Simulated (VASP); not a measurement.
# Al15InN16 (a cell with a defect) in VASP: relaxation of the atoms with PBE

Aim: the relaxation of the atoms of Al15InN16 (a cell with a defect) with PBE.

All numbers are computed with VASP 6.6.1; they aren't measurements. Logs are shortened: lines on timing, memory, paths and dates and some standing lists are left out, and cuts for length are marked.

**1. The cell of the first run**

The cell holds a defect, 32 atoms: a = 6.260 Å, b = 6.260 Å, c = 10.035 Å, α = 90.00°, β = 90.00°, γ = 120.00°.

**2. Relaxation of the atoms, PBE**

The input, INCAR:

```
  PREC = Accurate
  ENCUT = 520
  EDIFF = 1E-6
  ISMEAR = 0
  SIGMA = 0.01
  LREAL = Auto
  LASPH = T
  NELM = 60
  ALGO = Normal
  ISIF = 2
  LWAVE = F
  LCHARG = F
  GGA = PE
  IBRION = 2
  NSW = 100
  EDIFFG = -0.03
```

The input, KPOINTS:

```
Automatic mesh
0
Gamma
  1 1 1
  0.25 0.25 0.25
```

The input, POSCAR:

```
Al15InN16
1.0
    6.2595139100      0.0000000600      0.0000000000
   -3.1297570100      5.4208980300      0.0000000000
    0.0000000000      0.0000000000     10.0348065900
Al In N
15 1 16
Direct
    0.3333333300      0.1666666700      0.2496176900
    0.3333333300      0.1666666700      0.7496176900
    0.1666666700      0.3333333300      0.9996176900
    0.3333333300      0.6666666700      0.2496176900
    0.1666666700      0.8333333300      0.4996176900
    0.3333333300      0.6666666700      0.7496176900
    0.1666666700      0.8333333300      0.9996176900
    0.8333333300      0.1666666700      0.2496176900
    0.6666666700      0.3333333300      0.4996176900
    0.8333333300      0.1666666700      0.7496176900
    0.6666666700      0.3333333300      0.9996176900
    0.8333333300      0.6666666700      0.2496176900
    0.6666666700      0.8333333300      0.4996176900
    0.8333333300      0.6666666700      0.7496176900
    0.6666666700      0.8333333300      0.9996176900
    0.1666666700      0.3333333300      0.4996176900
    0.3333333300      0.1666666700      0.4403823100
    0.1666666700      0.3333333300      0.1903823100
    0.3333333300      0.1666666700      0.9403823100
    0.1666666700      0.3333333300      0.6903823100
    0.3333333300      0.6666666700      0.4403823100
    0.1666666700      0.8333333300      0.1903823100
    0.3333333300      0.6666666700      0.9403823100
    0.1666666700      0.8333333300      0.6903823100
    0.8333333300      0.1666666700      0.4403823100
    0.6666666700      0.3333333300      0.1903823100
    0.8333333300      0.1666666700      0.9403823100
    0.6666666700      0.3333333300      0.6903823100
    0.8333333300      0.6666666700      0.4403823100
    0.6666666700      0.8333333300      0.1903823100
    0.8333333300      0.6666666700      0.9403823100
    0.6666666700      0.8333333300      0.6903823100
```

Potentials or basis: VASP PAW PBE potentials, release 64 (Al, In_d, N).

Run with:

```sh
> cat potpaw_PBE.64/Al/POTCAR potpaw_PBE.64/In_d/POTCAR potpaw_PBE.64/N/POTCAR > POTCAR
> mpirun -np 1 vasp_std > vasp.out
```

OUTCAR:

```text
PREC = Accurate
   ENCUT = 520
   EDIFF = 1E-6
   ISMEAR = 0
   LREAL = Auto
   LASPH = T
   NELM = 60
   ISIF = 2
   GGA = PE
   IBRION = 2
   NSW = 100
   EDIFFG = -0.03

 ion  position               nearest neighbor table
   1  0.333  0.167  0.250-  18 1.90  26 1.90  22 1.90  17 1.91   3 3.09  16 3.09  11 3.09   9 3.09
                             7 3.09   5 3.09  12 3.13  12 3.13   8 3.13   8 3.13   4 3.13   4 3.13
   2  0.333  0.167  0.750-  20 1.90  28 1.90  24 1.90  19 1.91   3 3.09  16 3.09  11 3.09   9 3.09
                             7 3.09   5 3.09  14 3.13  14 3.13  10 3.13  10 3.13   6 3.13   6 3.13
   3  0.167  0.333  1.000-  19 1.90  27 1.90  23 1.90  18 1.91   1 3.09   2 3.09   8 3.09  10 3.09
                             4 3.09   6 3.09  15 3.13  15 3.13  11 3.13  11 3.13   7 3.13   7 3.13
   4  0.333  0.667  0.250-  22 1.90  30 1.90  18 1.90  21 1.91   5 3.09   7 3.09  13 3.09  15 3.09
                             3 3.09  16 3.09   8 3.13   8 3.13  12 3.13  12 3.13   1 3.13   1 3.13
   5  0.167  0.833  0.500-  21 1.90  29 1.90  17 1.90  24 1.91   4 3.09   6 3.09  12 3.09  14 3.09
                             1 3.09   2 3.09   9 3.13   9 3.13  13 3.13  13 3.13  16 3.13  16 3.13
   6  0.333  0.667  0.750-  24 1.90  32 1.90  20 1.90  23 1.91   5 3.09   7 3.09  13 3.09  15 3.09
                             3 3.09  16 3.09  10 3.13  10 3.13  14 3.13  14 3.13   2 3.13   2 3.13
   7  0.167  0.833  1.000-  23 1.90  31 1.90  19 1.90  22 1.91   4 3.09   6 3.09  12 3.09  14 3.09
                             1 3.09   2 3.09  11 3.13  11 3.13  15 3.13  15 3.13   3 3.13   3 3.13
   8  0.833  0.167  0.250-  26 1.90  18 1.90  30 1.90  25 1.91   9 3.09  11 3.09   3 3.09  16 3.09
                            15 3.09  13 3.09   4 3.13   4 3.13   1 3.13   1 3.13  12 3.13  12 3.13
   9  0.667  0.333  0.500-  25 1.90  17 1.90  29 1.90  28 1.91   8 3.09  10 3.09   1 3.09   2 3.09
[... 17 lines left out ...]
  19  0.333  0.167  0.940-   3 1.90  11 1.90   7 1.90   2 1.91
  20  0.167  0.333  0.690-   2 1.90  10 1.90   6 1.90  16 1.91
  21  0.333  0.667  0.440-   5 1.90  13 1.90  16 1.90   4 1.91
  22  0.167  0.833  0.190-   4 1.90  12 1.90   1 1.90   7 1.91
[... 8 lines left out ...]
  31  0.833  0.667  0.940-  15 1.90   7 1.90  11 1.90  14 1.91
  32  0.667  0.833  0.690-  14 1.90   6 1.90  10 1.90  13 1.91

  LATTYP: Found a hexagonal cell.
 ALAT       =     6.2595139100
 C/A-ratio  =     1.6031287308

  Lattice vectors:

 A1 = (   6.2595139100,   0.0000000600,   0.0000000000)
 A2 = (  -3.1297570100,   5.4208980300,   0.0000000000)
 A3 = (   0.0000000000,   0.0000000000,  10.0348065900)

Analysis of symmetry for initial positions (statically):
=====================================================================
 Subroutine PRICEL returns:
 Original cell was already a primitive cell.

 Routine SETGRP: Setting up the symmetry group for a
 hexagonal supercell.

 Subroutine GETGRP returns: Found  6 space group operations
 (whereof  2 operations were pure point group operations)
 out of a pool of 24 trial point group operations.

The static configuration has the point symmetry C_1h.
 The point group associated with its full space group is C_3v.

Analysis of symmetry for dynamics (positions and initial velocities):
=====================================================================
 Subroutine PRICEL returns:
 Original cell was already a primitive cell.

 Routine SETGRP: Setting up the symmetry group for a
 hexagonal supercell.

 Subroutine GETGRP returns: Found  6 space group operations
 (whereof  2 operations were pure point group operations)
 out of a pool of 24 trial point group operations.

The dynamic configuration has the point symmetry C_1h.
 The point group associated with its full space group is C_3v.

 Subroutine INISYM returns: Found  6 space group operations
 (whereof  2 operations are pure point group operations),
 and found     1 'primitive' translations

----------------------------------------------------------------------------------------

                                     Primitive cell

  volume of cell :     340.5029

  direct lattice vectors                    reciprocal lattice vectors
     6.259513910  0.000000060  0.000000000     0.159756813  0.092235641  0.000000000
    -3.129757010  5.420898030  0.000000000    -0.000000002  0.184471279  0.000000000
     0.000000000  0.000000000 10.034806590     0.000000000  0.000000000  0.099653141

  length of vectors
     6.259513910  6.259513910 10.034806590     0.184471279  0.184471279  0.099653141

  position of ions in fractional coordinates (direct lattice)
     0.333333330  0.166666670  0.249617690
     0.333333330  0.166666670  0.749617690
[... 89 lines left out ...]

 Found      1 irreducible k-points:

 Following reciprocal coordinates:
            Coordinates               Weight
  0.250000  0.250000  0.250000     12.000000
   k-points           NKPTS =      1   k-points in BZ     NKDIM =      1   number of bands    NBANDS=     86
   number of dos      NEDOS =    301   number of ions     NIONS =     32
   total plane-waves  NPLWV = 184320
   dimension x,y,z NGX =    48 NGY =   48 NGZ =   80
   dimension x,y,z NGXF=    96 NGYF=   96 NGZF=  160
   ions per type =              15   1  16
   NGX,Y,Z   is equivalent  to a cutoff of  12.75, 12.75, 13.25 a.u.
   NGXF,Y,Z  is equivalent  to a cutoff of  25.50, 25.50, 26.51 a.u.
 SYSTEM =  unknown system
   PREC   = accura    normal or accurate (medium, high low for compatibility)
   ISTART =      0    job   : 0-new  1-cont  2-samecut
   ICHARG =      2    charge: 1-file 2-atom 10-const
   ISPIN  =      1    spin polarized calculation?
   LNONCOLLINEAR =      F non collinear calculations
   LSORBIT =      F    spin-orbit coupling
   LASPH  =      T    aspherical Exc in radial PAW
   ENCUT  =  520.0 eV  38.22 Ry    6.18 a.u.  11.64 11.64 18.66*2*pi/ulx,y,z
   NELM   =     60;   NELMIN=  2; NELMDL= -5     # of ELM steps
   EDIFF  = 0.1E-05   stopping-criterion for ELM
   LREAL  =      T    real-space projection
   EDIFFG = -.3E-01   stopping-criterion for IOM
   NSW    =    100    number of steps for IOM
   IBRION =      2    ionic relax: 0-MD 1-quasi-New 2-CG
   NFREE  =      1    steps in history (QN), initial steepest desc. (CG)
   ISIF   =      2    stress and relaxation
   ISYM   =      2    0-nonsym 1-usesym 2-fastsym
   POTIM  = 0.5000    time-step for ionic-motion
   TEBEG  =    0.0;   TEEND  =   0.0 temperature during run
   PSTRESS=    0.0 pullay stress
   NELECT =     138.0000    total number of electrons
   NUPDOWN=      -1.0000    fix difference up-down
   EMIN   =  10.00;   EMAX   =-10.00  energy-range for DOS
   EFERMI =   0.00;   METHOD = LEGACY
   ISMEAR =     0;   SIGMA  =   0.01  broadening in eV -4-tet -1-fermi 0-gaus
   EFERMI_NEDOS =   21; number of points for ismear=-14 and -15
   IALGO  =     38    algorithm
   IMIX   =      4    mixing-type and parameters
     AMIX     =   0.40;   BMIX     =  1.00
     AMIX_MAG =   1.60;   BMIX_MAG =  1.00
  volume/ion in A,a.u.               =      10.64        71.81
  Fermi-wavevector in a.u.,A,eV,Ry     =   1.211512  2.289425 19.970092  1.467760
  Thomas-Fermi vector in A             =   2.347025
   LORBIT       =      0    0 simple, 1 ext, 2 COOP (PROOUT), +10 PAW based schemes
   GGA     = PE    functional components
   LHFCALC =     F    Hartree Fock is set to
   AEXX    =    0.0000 exact exchange contribution
   IVDW    =     0    specifies the selected vdW correction
   LEPSILON=     F    determine dielectric tensor
   LRPA    =     F    only Hartree local field effects (RPA)
 conjugate gradient relaxation of ions
 non-spin polarized calculation
 Gauss-broadening in eV      SIGMA  =   0.01
  energy-cutoff  :      520.00
  volume of cell :      340.50
 maximum number of plane-waves:      9148
 NGX is ok and might be reduce to    48
   NGX = 23   NGY = 23   NGZ = 37

--------------------------------------- Ionic step        1  -------------------------------------------

 number of electron     137.9999987 magnetization

 Free energy of the ion-electron system (eV)
  ---------------------------------------------------
  ext. energy  EPLUGINS =         0.00000000
  ---------------------------------------------------
  free energy    TOTEN  =      -234.41608474 eV

  energy without entropy =     -234.41608474  energy(sigma->0) =     -234.41608474

------------------------ aborting loop because EDIFF is reached ----------------------------------------

  FORCE on cell =-STRESS in cart. coord.  units (eV):
  Direction    XX          YY          ZZ          XY          YZ          ZX
  --------------------------------------------------------------------------------------
  -------------------------------------------------------------------------------------
  Total       12.2161812     12.2161812     19.7789093     -0.0000000      0.0000000      0.0000000
  in kB       57.4811162     57.4811162     93.0662182     -0.0000000      0.0000000      0.0000000
  external PRESSURE =      69.3428169 kB  Pullay stress =       0.0000000 kB
[... 179 lines left out ...]
  FREE ENERGIE OF THE ION-ELECTRON SYSTEM (eV)
  ---------------------------------------------------
  free  energy   TOTEN  =      -236.1031716751 eV

  energy  without entropy=     -236.1031716751  energy(sigma->0) =     -236.10317168

[... ionic steps 4 to 9 ...]

--------------------------------------- Ionic step       10  -------------------------------------------

 number of electron     138.0000002 magnetization

------------------------ aborting loop because EDIFF is reached ----------------------------------------
[... 127 lines left out ...]
--------------------------------------- Ionic step       12  -------------------------------------------

 number of electron     138.0000003 magnetization

 Free energy of the ion-electron system (eV)
  ---------------------------------------------------
  ext. energy  EPLUGINS =         0.00000000
  ---------------------------------------------------
  free energy    TOTEN  =      -236.23380831 eV

  energy without entropy =     -236.23380831  energy(sigma->0) =     -236.23380831

 E-fermi :   6.0699     XC(G=0): -10.9671

 val. band max:        5.9790854622   @ k =   0.2500   0.2500   0.2500
 cond. band min:      11.4706367746   @ k =   0.2500   0.2500   0.2500
 fundamental gap:      5.4915513123
 Fermi energy:         6.0699420760

 k-point     1 :       0.2500    0.2500    0.2500
  band No.  band energies     occupation
      1      -8.3918      2.00000
      2      -8.1013      2.00000
      3      -7.8540      2.00000
      4      -7.7438      2.00000
      5      -7.6458      2.00000
      6      -7.5240      2.00000
[... 73 lines left out ...]
     80      13.1824      0.00000
     81      13.3288      0.00000
 [bands above 81 left out]

------------------------ aborting loop because EDIFF is reached ----------------------------------------

  FORCE on cell =-STRESS in cart. coord.  units (eV):
  Direction    XX          YY          ZZ          XY          YZ          ZX
  --------------------------------------------------------------------------------------
  -------------------------------------------------------------------------------------
  Total        7.1592975      7.1592975     17.1805246     -0.0000000      0.0000000      0.0000000
  in kB       33.6868294     33.6868294     80.8399708     -0.0000000      0.0000000      0.0000000
  external PRESSURE =      49.4045432 kB  Pullay stress =       0.0000000 kB
[... 47 lines left out ...]
  FREE ENERGIE OF THE ION-ELECTRON SYSTEM (eV)
  ---------------------------------------------------
  free  energy   TOTEN  =      -236.2338083088 eV

  energy  without entropy=     -236.2338083088  energy(sigma->0) =     -236.23380831

 reached required accuracy - stopping structural energy minimisation
```

Run time: 6.5 min. Hardware: 1 thread of Intel Xeon 6975P-C (Granite Rapids), shared host; peak memory 0.49 GiB.

Results:

| Item | Value |
| --- | --- |
| Free energy | -236.2338 eV |
| Energy gained by relaxing | 56.8 meV/atom |
| Ionic steps | 12 |
| Pressure after relaxing | 4.9 GPa |
| Largest force after relaxing | 0.026 eV/Å |
| Band gap on the k mesh | 5.49 eV |

Forces on the atoms (eV/Å):
```
Al  -0.002  0.001  0.002
Al   0.005 -0.003  0.000
Al   0.000  0.000 -0.020
Al   0.000 -0.002  0.002
Al   0.002  0.001  0.003
Al   0.000  0.006  0.000
Al  -0.008 -0.004 -0.011
Al   0.002  0.001  0.002
Al   0.000 -0.002  0.003
Al  -0.005 -0.003  0.000
Al   0.000  0.009 -0.011
Al   0.000  0.000  0.018
Al  -0.002  0.001  0.003
Al   0.000  0.000 -0.020
Al   0.008 -0.004 -0.011
In   0.000  0.000  0.026
N   -0.002  0.001  0.001
N    0.000  0.000  0.019
N    0.015 -0.009  0.000
N    0.000  0.000  0.010
N    0.000 -0.002  0.001
N   -0.005 -0.003  0.020
N    0.000  0.018  0.000
N    0.001  0.001 -0.025
N    0.002  0.001  0.001
N    0.000  0.005  0.020
N   -0.015 -0.009  0.000
N    0.000 -0.002 -0.025
N    0.000  0.000  0.007
N    0.005 -0.003  0.020
N    0.000  0.000 -0.010
N   -0.001  0.001 -0.025
```

Step by step:
| step | energy change (eV) | largest force (eV/Å) | pressure (GPa) |
| --- | --- | --- | --- |
| 1 | 0.0000 | 5.6034 | 6.93 |
| 2 | -1.1616 | 2.4959 | 5.34 |
| 3 | -1.6871 | 0.8024 | 5.15 |
| 4 | -1.7772 | 0.3457 | 4.98 |
| 5 | -1.7786 | 0.3271 | 5.00 |
| 6 | -1.8050 | 0.1773 | 4.96 |
| 7 | -1.8053 | 0.1909 | 4.96 |
| 8 | -1.8144 | 0.1257 | 4.95 |
| 9 | -1.8144 | 0.1408 | 4.95 |
| 10 | -1.8171 | 0.0472 | 4.93 |
| 11 | -1.8172 | 0.0455 | 4.93 |
| 12 | -1.8177 | 0.0258 | 4.94 |

Final structure:
```cif
data_structure
_symmetry_space_group_name_H-M 'P 1'
_symmetry_Int_Tables_number 1
_cell_length_a 6.2595
_cell_length_b 6.2595
_cell_length_c 10.0348
_cell_angle_alpha 90.000
_cell_angle_beta 90.000
_cell_angle_gamma 120.000
_cell_volume 340.50
loop_
_atom_site_label
_atom_site_type_symbol
_atom_site_fract_x
_atom_site_fract_y
_atom_site_fract_z
_atom_site_occupancy
Al1 Al 0.33530 0.16470 0.24556 1
Al2 Al 0.33513 0.16487 0.75503 1
Al3 Al 0.16667 0.33333 0.99968 1
Al4 Al 0.33530 0.67061 0.24556 1
Al5 Al 0.16817 0.83408 0.49957 1
Al6 Al 0.33513 0.67026 0.75503 1
Al7 Al 0.16505 0.83253 0.00035 1
Al8 Al 0.82939 0.16470 0.24556 1
Al9 Al 0.66592 0.33183 0.49957 1
Al10 Al 0.82974 0.16487 0.75503 1
Al11 Al 0.66747 0.33495 0.00035 1
Al12 Al 0.83333 0.66667 0.24976 1
Al13 Al 0.66592 0.83408 0.49957 1
Al14 Al 0.83333 0.66667 0.74963 1
Al15 Al 0.66747 0.83253 0.00035 1
In1 In 0.16667 0.33333 0.49999 1
N1 N 0.34723 0.15277 0.43243 1
N2 N 0.16667 0.33333 0.19011 1
N3 N 0.33444 0.16556 0.94300 1
N4 N 0.16667 0.33333 0.71045 1
N5 N 0.34723 0.69445 0.43243 1
N6 N 0.16387 0.83193 0.18761 1
N7 N 0.33444 0.66888 0.94300 1
N8 N 0.16753 0.83377 0.69029 1
N9 N 0.80555 0.15277 0.43243 1
N10 N 0.66807 0.33613 0.18761 1
N11 N 0.83112 0.16556 0.94300 1
N12 N 0.66623 0.33247 0.69029 1
N13 N 0.83333 0.66667 0.44040 1
N14 N 0.66807 0.83193 0.18761 1
N15 N 0.83333 0.66667 0.93845 1
N16 N 0.66623 0.83377 0.69029 1
```

Caveat: the k points lie up to 1.16 Å⁻¹ apart, too coarse for converged energies, forces and pressures; spin-orbit coupling is left out, which moves the levels of the heavy elements.
